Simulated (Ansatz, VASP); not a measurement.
## One calculation of BeMo, two programs

```
CELL_PARAMETERS angstrom
0.00000 2.51520 2.51520
2.51520 0.00000 2.51520
2.51520 2.51520 0.00000
ATOMIC_POSITIONS crystal
Be 0.00000 0.00000 0.00000
Mo 0.75000 0.75000 0.75000
```

Alike in both runs: functional PBE; k mesh 6 × 6 × 6; occupations gaussian, width 0.1 eV; no spin polarisation.

Ansatz relaxed the structure, and its values are those at the end. VASP's run is a single point on that final structure, the one shown.

```csv
,VASP,Ansatz
version,VASP 6.6.1,Ansatz 0.2.0
potentials or method,"VASP PAW PBE potentials, release 64 (Be, Mo_sv), cutoff 520 eV","scalar-relativistic, plane waves, PAW"
valence electrons in the cell,16,16
```

```tsv
	VASP	Ansatz	Ansatz less VASP
gap on the k mesh at the Fermi level (eV)	none	none	-
pressure (GPa)	0.2	0.0	-0.16
```

A gap of «none» marks a metal or a gap that the smearing closes. With one functional, cell and mesh, what is left measures potentials, basis and numerics.

The k mesh is coarse, so the values compare programs but aren't converged.
